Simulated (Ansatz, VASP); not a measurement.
# P: VASP beside Ansatz

INCAR

```
SYSTEM = P
ALGO = Normal ; EDIFF = 1E-6
EDIFFG = -0.01 ; ENCUT = 600
GGA = PE ; IBRION = 2
ISIF = 3 ; ISMEAR = 0
LASPH = .True. ; LCHARG = .False.
LREAL = .False. ; LWAVE = .False.
NELM = 80 ; NSW = 100
PREC = Accurate ; SIGMA = 0.1
```

Contents of KPOINTS:

```
k-points
0
Gamma
  22 22 22
  0 0 0
```

The input POSCAR:

```
P
1.0
    2.4208255627      0.0000000000      0.0000000000
    0.0000000000      2.4208255627      0.0000000000
    0.0000000000      0.0000000000      2.4952407904
P
1
Direct
    0.0000000000      0.0000000000      0.0000000000
```

Input for Ansatz:

```yaml
crystal:
  lattice:
    - [2.4208255627, 0.0, 0.0]
    - [0.0, 2.4208255627, 0.0]
    - [0.0, 0.0, 2.4952407904]
  atoms:
    - { symbol: P, position: [0.0, 0.0, 0.0] }
basis:
  ecutwfc: 420
kpoints:
  mp_grid: { grid: [22, 22, 22] }
hamiltonian:
  xc: pbe
scf:
  occupations: { method: gaussian, width: 0.1 }
output:
  forces: true
  stress: true
  eigenvalues: true
  write_density: true
  write_potential: true
  elf: true
  volumetric_format: npy
relax:
  adjacent_minimum: "off"
  f_tol: 0.01
  max_steps: 80
  cell: { stress_tol: 0.05 }
```

Alike in both runs: task relaxation of cell and atoms; functional PBE; k mesh 22 × 22 × 22; occupations gaussian, width 0.1 eV; no spin polarisation.

|  | VASP | Ansatz |
| --- | --- | --- |
| version | VASP 6.6.1 | Ansatz 0.2.0 |
| potentials or method | VASP PAW PBE potentials, release 64 (P), cutoff 600 eV | scalar-relativistic, plane waves, PAW |
| valence electrons in the cell | 5 | 5 |

|  | VASP | Ansatz | Ansatz less VASP |
| --- | --- | --- | --- |
| gap on the k mesh at the Fermi level, each at its own relaxed structure (eV) | none | none | - |
| relaxed volume (Å³/atom) | 14.59 | 14.61 | +0.020 |
| relaxed cell length with the largest relative difference (Å) | 2.443 | 2.444 | +0.0012 |

A gap of «none» marks a metal or a gap that the smearing closes.
